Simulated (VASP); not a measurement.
Input of a VASP 6.6.1 run:

Contents of INCAR:

```
ALGO = Normal ; EDIFF = 1E-6
ENCUT = 520 ; GGA = PS
ISIF = 2 ; ISMEAR = 1
LASPH = T ; LCHARG = F
LREAL = F ; LWAVE = F
NBANDS = 12 ; NELM = 60
PREC = Accurate ; SIGMA = 0.1
```

Contents of KPOINTS:

```
k-points
0
Gamma
  10 10 10
```

Contents of POSCAR:

```
La
1.0
   -2.1238310000      2.1238310000      2.1238310000
    2.1238310000     -2.1238310000      2.1238310000
    2.1238310000      2.1238310000     -2.1238310000
La
1
Direct
    0.0000000000      0.0000000000      0.0000000000
```

Potentials or basis: VASP PAW PBE potentials, release 64 (La).

The run is started by

```bash
$ cat potpaw_PBE.64/La/POTCAR > POTCAR
$ mpirun -np 1 vasp_std > vasp.out
```

Predict the pressure.

-2.5 GPa.

Caveat: the PAW data sets were made with another functional, which shifts forces and pressure a little.
